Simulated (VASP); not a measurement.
**Pb: relaxation of cell and atoms with PBEsol**

Crystal: Pb.

```xyz
1
Lattice="0.0000 2.4750 2.4750 2.4750 0.0000 2.4750 2.4750 2.4750 0.0000" Properties=species:S:1:pos:R:3 pbc="T T T"
Pb    0.0000    0.0000    0.0000
```

```yaml
Program: VASP 6.6.1
Task: relaxation of cell and atoms
Functional: PBEsol
Potentials_or_basis: VASP PAW PBE potentials, release 64 (Pb_d)
Cutoff: 500 eV
k_mesh: 7 × 7 × 7
Occupations: fermi-dirac, width 0.05 eV
Spin: no spin polarisation
Dipole_correction: no
Further_INCAR_settings: ALGO = Normal; EDIFF = 1e-07; IBRION = 2; EDIFFG = -0.01; NSW = 80; ISIF = 3
```

| Quantity | Value |
| --- | --- |
| Pressure after relaxing | 0.0 GPa |
| Band gap on the k mesh | zero (bands 7 and 8 overlap by 8.87 eV) |

Final structure:
```xyz
1
Lattice="0.0000 2.4750 2.4750 2.4750 0.0000 2.4750 2.4750 2.4750 0.0000" Properties=species:S:1:pos:R:3 pbc="T T T"
Pb    0.0000    0.0000    0.0000
```

Levels at points of the mesh, in eV from the Fermi level:
```tsv
k point	band 4	band 5	band 6	band 7	band 8	band 9	band 10	band 11
(0.00, 0.00, 0.00)	-16.75	-16.75	-11.69	7.49	7.49	7.49	9.84	11.40
```

It took 7.4 s on 1 thread of Intel(R) Xeon(R) Platinum 8259CL CPU @ 2.50GHz (Skylake/Cascade Lake) (shared host), peak memory 0.15 GiB.

Caveat: the relaxation stopped at its first step, so nothing moved; the PAW data sets were made with another functional, which shifts forces and pressure a little; spin-orbit coupling is left out, which moves the levels of the heavy elements.
